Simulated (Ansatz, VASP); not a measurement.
H: VASP beside Ansatz

```
H
1.0
     2.79714    0.00000    0.00000
     0.00000    2.79714    0.00000
     0.00000    0.00000    0.87981
H
1
Cartesian
  0.0000 0.0000 0.4399
```

Alike in both runs: task single point; functional PBE; dispersion D3(BJ); k mesh 12 × 12 × 30; occupations gaussian, width 0.05 eV; no spin polarisation.

|  | VASP | Ansatz |
| --- | --- | --- |
| version | VASP 6.6.1 | Ansatz 0.2.0 |
| potentials or method | VASP PAW PBE potentials, release 64 (H), cutoff 520 eV | scalar-relativistic, plane waves, PAW |
| valence electrons in the cell | 1 | 1 |

|  | VASP | Ansatz | Ansatz less VASP |
| --- | --- | --- | --- |
| pressure (GPa) | 14.8 | 15.2 | +0.34 |
| traceless stress, the component that is largest in VASP (GPa) | 29.99 | 30.02 | +0.028 |

Ansatz's warnings: dispersion switch in reach.
